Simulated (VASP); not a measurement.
GaSb3:

```xyz
4
Lattice="0.0000 3.7306 3.7306 3.7306 0.0000 3.7306 3.7306 3.7306 0.0000" Properties=species:S:1:pos:R:3 pbc="T T T"
Sb    3.7306    3.7306    3.7306
Sb    5.5959    5.5959    5.5959
Sb    1.8653    1.8653    1.8653
Ga    0.0000    0.0000    0.0000
```

Base run:

| Quantity | Value |
| --- | --- |
| Program | VASP 6.6.1 |
| Functional | PBEsol |
| Potentials or basis | VASP PAW PBE potentials, release 64 (Sb, Ga_d) |
| Cutoff | 520 eV |
| k mesh | 6 × 6 × 6 |
| Occupations | fermi-dirac, width 0.05 eV |
| Spin | no spin polarisation |

Its results: band gap on the k mesh zero (band 14 reaches 8.58 eV, above the bottom of band 15 at 4.93 eV); pressure -3.5 GPa.

The run is repeated on the same cell with these changes: functional from PBEsol to PBE. What comes out?

Band gap on the k mesh zero (band 14 reaches 8.73 eV, above the bottom of band 15 at 5.08 eV); pressure -0.6 GPa.

PBE binds less tightly than PBEsol, so the same cell stands under more pressure.

Caveats: spin-orbit coupling is left out, which moves the levels of the heavy elements; the PAW data sets were made with another functional, which shifts forces and pressure a little (some runs).
